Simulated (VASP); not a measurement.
Cu5Ni: single point with PBE

The system is Cu5Ni.

```xyz
6
Lattice="4.4095 0.0000 0.0000 -2.2047 3.8187 0.0000 0.0000 0.0000 4.1870" Properties=species:S:1:pos:R:3 pbc="T T T"
Cu    0.7267    1.2586    0.0000
Cu   -1.4781    2.5601    0.0000
Cu    2.9561    0.0000    0.0000
Cu    2.2047    1.2729    2.0935
Cu    0.0000    2.5458    2.0935
Ni    0.0000    0.0000    2.0935
```

```json
{"Program": "VASP 6.6.1", "Task": "single point", "Functional": "PBE", "Potentials or basis": "VASP PAW PBE potentials, release 64 (Cu, Ni)", "Cutoff": "520 eV", "k mesh": "12 × 12 × 10", "Occupations": "gaussian, width 0.1 eV", "Spin": "no spin polarisation"}
```

- Pressure: 0.5 GPa

Levels at points of the mesh, in eV from the Fermi level:
```csv
k point,band 30,band 31,band 32,band 33,band 34,band 35
"(0.00, 0.00, 0.00)",-0.86,-0.75,-0.75,3.37,3.37,3.61
"(0.50, 0.00, 0.00)",-0.75,-0.66,-0.62,0.38,1.99,3.82
"(0.00, 0.00, 0.50)",-0.84,-0.84,-0.59,4.23,4.24,4.57
"(0.50, 0.00, 0.50)",-0.93,-0.65,-0.57,-0.51,-0.23,0.69
```

It took 12 min on 1 thread of AMD EPYC 7R13, with other jobs on the host, peak memory 0.36 GiB.

Spin polarisation is off, so any magnetic state and its effect on volume and gap are missing.
